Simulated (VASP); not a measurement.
# Au (Fm-3m) in VASP: further runs

Au is run at these levels: LDA; tasks: relaxation of cell and atoms, single point.

All numbers are computed with VASP 6.6.1; they aren't measurements. Logs are shortened: lines on timing, memory, paths and dates and some standing lists are left out, and cuts for length are marked.

## Step 1: The cell of the first run

Symmetry: Fm-3m, No. 225, cubic system. The conventional cell has a = 4.048 Å, b = 4.048 Å, c = 4.048 Å, α = 90.00°, β = 90.00°, γ = 90.00°. Au (site symmetry m-3m) has 12 Au at 2.86 Å within 3.8 Å.

## Step 2: Relaxation of cell and atoms, LDA

INCAR reads:

```
PREC = Accurate
ENCUT = 600
EDIFF = 1E-6
ISMEAR = -1
SIGMA = 0.15
LREAL = F
LASPH = T
NELM = 80
ALGO = Normal
ISIF = 3
LWAVE = F
LCHARG = F
GGA = CA
IBRION = 2
NSW = 80
EDIFFG = -0.001
```

KPOINTS reads:

```
regular mesh
0
Gamma
  20 20 20
```

POSCAR reads:

```
Au
1.0
    0.0000000000      2.0241634906      2.0241634906
    2.0241634906      0.0000000000      2.0241634906
    2.0241634906      2.0241634906      0.0000000000
Au
1
Direct
    0.0000000000      0.0000000000      0.0000000000
```

Potentials or basis: VASP PAW LDA potentials, release 64 (Au).

Command:

```console
> cat potpaw_LDA.64/Au/POTCAR > POTCAR
> mpirun -np 1 vasp_std > vasp.out
```

OUTCAR:

```text
PREC = Accurate
   ENCUT = 600
   EDIFF = 1E-6
   ISMEAR = -1
   LREAL = F
   LASPH = T
   NELM = 80
   ISIF = 3
   GGA = CA
   IBRION = 2
   NSW = 80
   EDIFFG = -0.001

 ion  position               nearest neighbor table
   1  0.000  0.000  0.000-

  LATTYP: Found a face centered cubic cell.
 ALAT       =     4.0483269812

  Lattice vectors:

 A1 = (   0.0000000000,   2.0241634906,   2.0241634906)
 A2 = (   2.0241634906,   0.0000000000,   2.0241634906)
 A3 = (   2.0241634906,   2.0241634906,   0.0000000000)

Analysis of symmetry for initial positions (statically):
=====================================================================
 Subroutine PRICEL returns:
 Original cell was already a primitive cell.

 Routine SETGRP: Setting up the symmetry group for a
 face centered cubic supercell.

 Subroutine GETGRP returns: Found 48 space group operations
 (whereof 48 operations were pure point group operations)
 out of a pool of 48 trial point group operations.

The static configuration has the point symmetry O_h .

Analysis of symmetry for dynamics (positions and initial velocities):
=====================================================================
 Subroutine PRICEL returns:
 Original cell was already a primitive cell.

 Routine SETGRP: Setting up the symmetry group for a
 face centered cubic supercell.

 Subroutine GETGRP returns: Found 48 space group operations
 (whereof 48 operations were pure point group operations)
 out of a pool of 48 trial point group operations.

The dynamic configuration has the point symmetry O_h .

 Subroutine INISYM returns: Found 48 space group operations
 (whereof 48 operations are pure point group operations),
 and found     1 'primitive' translations

----------------------------------------------------------------------------------------

                                     Primitive cell

  volume of cell :      16.5870

  direct lattice vectors                    reciprocal lattice vectors
     0.000000000  2.024163491  2.024163491    -0.247015620  0.247015620  0.247015620
     2.024163491  0.000000000  2.024163491     0.247015620 -0.247015620  0.247015620
     2.024163491  2.024163491  0.000000000     0.247015620  0.247015620 -0.247015620

  length of vectors
     2.862599461  2.862599461  2.862599461     0.427843604  0.427843604  0.427843604

  position of ions in fractional coordinates (direct lattice)
     0.000000000  0.000000000  0.000000000

  ion indices of the primitive-cell ions
   primitive index   ion index
                 1           1

----------------------------------------------------------------------------------------

 KPOINTS: regular mesh

Automatic generation of k-mesh.
 Grid dimensions read from file:
 generate k-points for:   20   20   20

 Generating k-lattice:

  Cartesian coordinates                     Fractional coordinates (reciprocal lattice)
    -0.012350781  0.012350781  0.012350781     0.050000000  0.000000000  0.000000000
     0.012350781 -0.012350781  0.012350781     0.000000000  0.050000000  0.000000000
     0.012350781  0.012350781 -0.012350781     0.000000000  0.000000000  0.050000000

  Length of vectors
     0.021392180  0.021392180  0.021392180

  Shift w.r.t. Gamma in fractional coordinates (k-lattice)
     0.000000000  0.000000000  0.000000000

 Subroutine IBZKPT returns following result:
 ===========================================

 Found    256 irreducible k-points:

 Following reciprocal coordinates:
            Coordinates               Weight
  0.000000  0.000000  0.000000      1.000000
  0.050000  0.000000  0.000000      8.000000
  0.100000  0.000000  0.000000      8.000000
  0.150000  0.000000  0.000000      8.000000
  0.200000  0.000000  0.000000      8.000000
  0.250000  0.000000  0.000000      8.000000
[... 16 lines left out ...]
 -0.400000  0.050000  0.000000     24.000000
 -0.350000  0.050000  0.000000     24.000000
 [... further k-points ...]
   k-points           NKPTS =    256   k-points in BZ     NKDIM =    256   number of bands    NBANDS=      9
   number of dos      NEDOS =    301   number of ions     NIONS =      1
   total plane-waves  NPLWV =  13824
   dimension x,y,z NGX =    24 NGY =   24 NGZ =   24
   dimension x,y,z NGXF=    48 NGYF=   48 NGZF=   48
   ions per type =               1
   NGX,Y,Z   is equivalent  to a cutoff of  13.94, 13.94, 13.94 a.u.
   NGXF,Y,Z  is equivalent  to a cutoff of  27.88, 27.88, 27.88 a.u.
 SYSTEM =  unknown system
   PREC   = accura    normal or accurate (medium, high low for compatibility)
   ISTART =      0    job   : 0-new  1-cont  2-samecut
   ICHARG =      2    charge: 1-file 2-atom 10-const
   ISPIN  =      1    spin polarized calculation?
   LNONCOLLINEAR =      F non collinear calculations
   LSORBIT =      F    spin-orbit coupling
   LASPH  =      T    aspherical Exc in radial PAW
   ENCUT  =  600.0 eV  44.10 Ry    6.64 a.u.   5.72  5.72  5.72*2*pi/ulx,y,z
   NELM   =     80;   NELMIN=  2; NELMDL= -5     # of ELM steps
   EDIFF  = 0.1E-05   stopping-criterion for ELM
   LREAL  =      F    real-space projection
   EDIFFG = -.1E-02   stopping-criterion for IOM
   NSW    =     80    number of steps for IOM
   IBRION =      2    ionic relax: 0-MD 1-quasi-New 2-CG
   NFREE  =      1    steps in history (QN), initial steepest desc. (CG)
   ISIF   =      3    stress and relaxation
   ISYM   =      2    0-nonsym 1-usesym 2-fastsym
   POTIM  = 0.5000    time-step for ionic-motion
   TEBEG  =    0.0;   TEEND  =   0.0 temperature during run
   PSTRESS=    0.0 pullay stress
   NELECT =      11.0000    total number of electrons
   NUPDOWN=      -1.0000    fix difference up-down
   EMIN   =  10.00;   EMAX   =-10.00  energy-range for DOS
   EFERMI =   0.00;   METHOD = LEGACY
   ISMEAR =    -1;   SIGMA  =   0.15  broadening in eV -4-tet -1-fermi 0-gaus
   EFERMI_NEDOS =   21; number of points for ismear=-14 and -15
   IALGO  =     38    algorithm
   IMIX   =      4    mixing-type and parameters
     AMIX     =   0.40;   BMIX     =  1.00
     AMIX_MAG =   1.60;   BMIX_MAG =  1.00
  volume/ion in A,a.u.               =      16.59       111.93
  Fermi-wavevector in a.u.,A,eV,Ry     =   1.427634  2.697837 27.730553  2.038138
  Thomas-Fermi vector in A             =   2.547782
   LORBIT       =      0    0 simple, 1 ext, 2 COOP (PROOUT), +10 PAW based schemes
   GGA     = CA    functional components
   LHFCALC =     F    Hartree Fock is set to
   AEXX    =    0.0000 exact exchange contribution
   IVDW    =     0    specifies the selected vdW correction
   LEPSILON=     F    determine dielectric tensor
   LRPA    =     F    only Hartree local field effects (RPA)
 conjugate gradient relaxation of ions
 non-spin polarized calculation
  energy-cutoff  :      600.00
  volume of cell :       16.59
 maximum number of plane-waves:       568
   NGX = 11   NGY = 11   NGZ = 11

--------------------------------------- Ionic step        1  -------------------------------------------

 number of electron      10.9999999 magnetization

 Free energy of the ion-electron system (eV)
  ---------------------------------------------------
  ext. energy  EPLUGINS =         0.00000000
  ---------------------------------------------------
  free energy    TOTEN  =        -4.45559057 eV

  energy without entropy =       -4.43526667  energy(sigma->0) =       -4.44542862

------------------------ aborting loop because EDIFF is reached ----------------------------------------

  FORCE on cell =-STRESS in cart. coord.  units (eV):
  Direction    XX          YY          ZZ          XY          YZ          ZX
  --------------------------------------------------------------------------------------
  -------------------------------------------------------------------------------------
  Total        0.0551291      0.0551291      0.0551291      0.0000000      0.0000000      0.0000000
  in kB        5.3250671      5.3250671      5.3250671      0.0000000      0.0000000      0.0000000
  external PRESSURE =       5.3250671 kB  Pullay stress =       0.0000000 kB
[... 55 lines left out ...]
  energy  without entropy=       -4.4350045427  energy(sigma->0) =       -4.44519908

--------------------------------------- Ionic step        3  -------------------------------------------

 number of electron      10.9999999 magnetization

 Free energy of the ion-electron system (eV)
  ---------------------------------------------------
  ext. energy  EPLUGINS =         0.00000000
  ---------------------------------------------------
  free energy    TOTEN  =        -4.45566581 eV

  energy without entropy =       -4.43531913  energy(sigma->0) =       -4.44549247

 E-fermi :   9.7104     XC(G=0): -13.1248

 val. band max:        9.7102573171   @ k =   0.5000   0.1000   0.0000
 cond. band min:       9.7671721416   @ k =  -0.4500   0.1000   0.0500
 fundamental gap:      0.0569148245
 Fermi energy:         9.7103849380

 k-point     1 :       0.0000    0.0000    0.0000
  band No.  band energies     occupation
      1      -0.4725      2.00000
      2       4.8561      2.00000
      3       4.8561      2.00000
      4       4.8561      2.00000
      5       6.4617      2.00000
      6       6.4617      2.00000
      7      24.1524      0.00000
      8      28.2472      0.00000
      9      28.2472      0.00000
[... 265 lines left out ...]
 k-point    24 :      -0.3500    0.0500    0.0000
  band No.  band energies     occupation
      1       2.1363      2.00000
      2       4.9294      2.00000
      3       4.9937      2.00000
      4       5.9768      2.00000
      5       7.1331      2.00000
      6       7.6915      2.00000
      7      16.4395      0.00000
      8      24.2805      0.00000
      9      27.0724      0.00000

 [... further k-points ...]
[... 5 lines left out ...]
  --------------------------------------------------------------------------------------
  -------------------------------------------------------------------------------------
  Total       -0.0008534     -0.0008534     -0.0008534      0.0000000      0.0000000      0.0000000
  in kB       -0.0822117     -0.0822117     -0.0822117      0.0000000      0.0000000      0.0000000
  external PRESSURE =      -0.0822117 kB  Pullay stress =       0.0000000 kB
[... 16 lines left out ...]
  FREE ENERGIE OF THE ION-ELECTRON SYSTEM (eV)
  ---------------------------------------------------
  free  energy   TOTEN  =        -4.4556658093 eV

  energy  without entropy=       -4.4353191278  energy(sigma->0) =       -4.44549247

 reached required accuracy - stopping structural energy minimisation
```

Run time: 42 s. Hardware: 1 thread of Intel Xeon Platinum 8259CL at 2.50GHz (Skylake/Cascade Lake), shared host; peak memory 0.17 GiB.

Results:

```
Free energy                            : -4.4557 eV
Relaxed volume                         : 16.63 Å³/atom
Relaxed cell                           : a = 2.865 Å, b = 2.865 Å, c = 2.865 Å, α = 60.00°, β = 60.00°, γ = 60.00°
Space group after relaxing (to 0.05 Å) : Fm-3m (No. 225)
Energy gained by relaxing              : 0.1 meV/atom
Ionic steps                            : 3
Pressure after relaxing                : 0.0 GPa
```

Final structure:
```xyz
1
Lattice="0.0000 2.0260 2.0260 2.0260 0.0000 2.0260 2.0260 2.0260 0.0000" Properties=species:S:1:pos:R:3 pbc="T T T"
Au    0.0000    0.0000    0.0000
```

Caveat: spin-orbit coupling is left out, which moves the levels of the heavy elements.

## Step 3: Single point, LDA

This run uses another cell than the first one, of 17.12 Å³/atom, 1.032 times its volume.

INCAR reads:

```
PREC = Accurate
ENCUT = 500
EDIFF = 1E-6
ISMEAR = 0
SIGMA = 0.1
LREAL = F
LASPH = T
NELM = 120
ALGO = Normal
ISIF = 2
LWAVE = F
LCHARG = F
GGA = CA
NBANDS = 12
GGA_COMPAT = F
```

KPOINTS reads:

```
regular mesh
0
Gamma
  8 8 8
```

POSCAR reads:

```
Au
1.0
    0.0000000000      2.0455000000      2.0455000000
    2.0455000000      0.0000000000      2.0455000000
    2.0455000000      2.0455000000      0.0000000000
Au
1
Direct
    0.0000000000      0.0000000000      0.0000000000
```

Potentials or basis: VASP PAW LDA potentials, release 64 (Au).

Command:

```console
> cat potpaw_LDA.64/Au/POTCAR > POTCAR
> mpirun -np 1 vasp_std > vasp.out
```

OUTCAR:

```text
PREC = Accurate
   ENCUT = 500
   EDIFF = 1E-6
   ISMEAR = 0
   LREAL = F
   LASPH = T
   NELM = 120
   ISIF = 2
   GGA = CA

 ion  position               nearest neighbor table
   1  0.000  0.000  0.000-

  LATTYP: Found a face centered cubic cell.
 ALAT       =     4.0910000000

  Lattice vectors:

 A1 = (   0.0000000000,   2.0455000000,   2.0455000000)
 A2 = (   2.0455000000,   0.0000000000,   2.0455000000)
 A3 = (   2.0455000000,   2.0455000000,   0.0000000000)

Analysis of symmetry for initial positions (statically):
[... 529 lines left out ...]
      4       5.3723      2.00000
      5       7.1165      2.00000
      6      11.8308      0.00000
      7      12.2244      0.00000
      8      21.3024      0.00000
      9      22.2902      0.00000
     10      26.7927      0.00000
     11      32.9954      0.00000
     12      35.9669      0.00000

 [... further k-points ...]
[... 5 lines left out ...]
  --------------------------------------------------------------------------------------
  -------------------------------------------------------------------------------------
  Total       -0.4551233     -0.4551233     -0.4551233      0.0000000      0.0000000     -0.0000000
  in kB      -42.6001595    -42.6001595    -42.6001595      0.0000000      0.0000000     -0.0000000
  external PRESSURE =     -42.6001595 kB  Pullay stress =       0.0000000 kB

 VOLUME and BASIS-vectors are now :
 -----------------------------------------------------------------------------
  energy-cutoff  :      500.00
  volume of cell :       17.12
      direct lattice vectors                 reciprocal lattice vectors
     0.000000000  2.045500000  2.045500000    -0.244439012  0.244439012  0.244439012
     2.045500000  0.000000000  2.045500000     0.244439012 -0.244439012  0.244439012
     2.045500000  2.045500000  0.000000000     0.244439012  0.244439012 -0.244439012

 POSITION                                       TOTAL-FORCE (eV/Angst)
 -----------------------------------------------------------------------------------
      0.00000      0.00000      0.00000         0.000000     -0.000000     -0.000000
 -----------------------------------------------------------------------------------
    total drift:                                0.000000     -0.000000     -0.000000

  FREE ENERGIE OF THE ION-ELECTRON SYSTEM (eV)
  ---------------------------------------------------
  free  energy   TOTEN  =        -4.3996001639 eV

  energy  without entropy=       -4.3964513644  energy(sigma->0) =       -4.39802576
```

OSZICAR:

```text
N       E                     dE             d eps       ncg     rms          rms(c)
DAV:   1     0.472442044151E+02    0.47244E+02   -0.54184E+03   728   0.793E+02
DAV:   2    -0.406468955326E+01   -0.51309E+02   -0.48714E+02   856   0.186E+02
DAV:   3    -0.471952595600E+01   -0.65484E+00   -0.65429E+00   808   0.200E+01
DAV:   4    -0.472168088441E+01   -0.21549E-02   -0.21548E-02   856   0.132E+00
DAV:   5    -0.472169645548E+01   -0.15571E-04   -0.15571E-04   840   0.107E-01    0.962E+00
DAV:   6    -0.442435463065E+01    0.29734E+00   -0.82940E-01   752   0.717E+00    0.598E+00
DAV:   7    -0.440286151681E+01    0.21493E-01   -0.61721E-02   812   0.193E+00    0.286E+00
DAV:   8    -0.439960278827E+01    0.32587E-02   -0.16616E-03   788   0.413E-01    0.261E-01
DAV:   9    -0.439960001073E+01    0.27775E-05   -0.77872E-06   840   0.246E-02    0.169E-02
DAV:  10    -0.439960016393E+01   -0.15320E-06   -0.95735E-07   724   0.707E-03
   1 F= -.43996002E+01 E0= -.43980258E+01  d E =-.314880E-02
```

Wall time 12 s (1 thread of Intel Xeon 8259CL, shared host); peak memory 0.13 GiB.

Results:

- Free energy: -4.3996 eV
- Pressure: -4.3 GPa

Levels at points of the mesh, in eV from the Fermi level:
```
           k point  band 4  band 5  band 6  band 7  band 8  band 9
(0.00, 0.00, 0.00)   -4.61   -3.08   -3.08   14.56   18.49   18.49
(0.50, 0.00, 0.00)   -1.88   -1.88   -0.92    3.10   14.02   17.05
(0.50, 0.50, 0.00)   -1.57   -1.57    1.04    5.78    9.97    9.97
```

Caveat: spin-orbit coupling is left out, which moves the levels of the heavy elements.
